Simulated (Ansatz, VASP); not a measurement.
# One calculation of HgTe, two programs

```xyz
2
Lattice="0.0000 3.3265 3.3265 3.3265 0.0000 3.3265 3.3265 3.3265 0.0000" Properties=species:S:1:pos:R:3 pbc="T T T"
Hg    0.0000    0.0000    0.0000
Te    4.9897    4.9897    4.9897
```

Alike in both runs: functional PBE; k mesh 12 × 12 × 12; occupations fermi-dirac, width 0.15 eV; no spin polarisation.

Ansatz relaxed the structure, and its values are those at the end. VASP's run is a single point on that final structure, the one shown.

|  | VASP | Ansatz |
| --- | --- | --- |
| version | VASP 6.6.1 | Ansatz 0.2.0 |
| potentials or method | VASP PAW PBE potentials, release 64 (Hg, Te), cutoff 520 eV | scalar-relativistic, plane waves, PAW |
| valence electrons in the cell | 18 | 36 |

```tsv
	VASP	Ansatz	Ansatz less VASP
gap on the k mesh at the Fermi level (eV)	none	none	-
pressure (GPa)	0.0	0.0	-0.05
```

A gap of «none» marks a metal or a gap that the smearing closes. With one functional, cell and mesh, what is left measures potentials, basis and numerics. VASP's potentials hold 18 valence electrons a cell and Ansatz's 36, so a difference there can come from the potentials and not from the codes.

Neither program's run includes spin-orbit coupling.
